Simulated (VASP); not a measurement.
Si3H2C3, 8 atoms in the cell. The cell holds a slab with vacuum, 8 atoms: a = 3.081 Å, b = 3.081 Å, c = 21.160 Å, α = 90.00°, β = 90.00°, γ = 120.00°. 

- Program: VASP 6.6.1
- Task: single point
- Functional: RPBE
- Potentials or basis: VASP PAW PBE potentials, release 64 (Si, C, H)
- Cutoff: 520 eV
- k mesh: 4 × 4 × 1
- Occupations: fermi-dirac, width 0.05 eV
- Spin: no spin polarisation
- Dipole correction: no
- Further INCAR settings: ALGO = Normal; EDIFF = 1e-06; NBANDS = 23

Potentials or basis: VASP PAW PBE potentials, release 64 (Si, C, H).

Command:

```sh
$ cat potpaw_PBE.64/Si/POTCAR potpaw_PBE.64/C/POTCAR potpaw_PBE.64/H/POTCAR > POTCAR
$ mpirun -np 1 vasp_std > vasp.out
```

Hardware: 1 thread of Intel(R) Xeon(R) Platinum 8559C (Emerald Rapids), with other jobs on the host.

**Question.** How long does it take, and how much memory?

**Answer.** Run time: 45 s on 1 thread of Intel(R) Xeon(R) Platinum 8559C (Emerald Rapids) (shared host), peak memory 0.28 GiB. Counts: scf iterations 22, k points 10.
